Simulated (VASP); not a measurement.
Wanted: the native input for a VASP 6.6.1 run.

| Quantity | Value |
| --- | --- |
| Task | single point |
| Functional | r2SCAN |
| Potentials or basis | VASP PAW PBE potentials, release 64 (Si) |
| Cutoff | 520 eV |
| k mesh | 18 × 18 × 10 |
| Occupations | gaussian, width 0.1 eV |
| Spin | no spin polarisation |
| Dipole correction | no |
| Further INCAR settings | ALGO = Normal; EDIFF = 1e-06; NBANDS = 11 |

Crystal: Si.

```xyz
2
Lattice="2.5317 0.0000 0.0000 -1.2658 2.1925 0.0000 0.0000 0.0000 4.3544" Properties=species:S:1:pos:R:3 pbc="T T T"
Si    0.0000    1.4616    1.0886
Si    1.2658    0.7308    3.2658
```

This isn't the form of Si at room conditions, which is diamond.

These files were run (other wordings do the same):

POSCAR

```
Si
1.0
    2.5316500238      0.0000000000      0.0000000000
   -1.2658250119      2.1924732341      0.0000000000
    0.0000000000      0.0000000000      4.3544261419
Si
2
Direct
    0.3333333333      0.6666666667      0.2500000000
    0.6666666667      0.3333333333      0.7500000000
```

INCAR.step1

```
SYSTEM = Si
  PREC = Accurate
  ENCUT = 520
  ISMEAR = 0
  SIGMA = 0.1
  LREAL = .FALSE.
  LASPH = .TRUE.
  NELM = 80
  NBANDS = 11
  GGA = PE
  ALGO = Normal
  EDIFF = 1E-4
  LWAVE = .TRUE.
  LCHARG = .FALSE.
```

INCAR.step2

```
SYSTEM = Si
  PREC = Accurate
  ENCUT = 520
  EDIFF = 1E-6
  ISMEAR = 0
  SIGMA = 0.1
  LREAL = .FALSE.
  LASPH = .TRUE.
  NELM = 80
  ALGO = Normal
  ISIF = 2
  LWAVE = .FALSE.
  LCHARG = .FALSE.
  METAGGA = R2SCAN
  LMIXTAU = .TRUE.
  NBANDS = 11
  ISTART = 1
```

KPOINTS

```
Automatic mesh
0
G
  18 18 10
  0 0 0
```

Potentials or basis: VASP PAW PBE potentials, release 64 (Si).

Run with:

```console
$ cat potpaw_PBE.64/Si/POTCAR > POTCAR
$ cp INCAR.step1 INCAR
$ mpirun -np 1 vasp_std > vasp.out
$ cp INCAR.step2 INCAR
$ mpirun -np 1 vasp_std > vasp.out
```

It gave:

| Quantity | Value |
| --- | --- |
| Pressure | 16.1 GPa |
| Band gap on the k mesh | zero (bands 4 and 5 overlap by 15.34 eV) |

Caveat: the cell stands under pressure; the PAW data sets were made with another functional, which shifts forces and pressure a little.

It took 2.3 min on 1 thread of Intel Xeon 8259CL (shared host), peak memory 0.17 GiB.
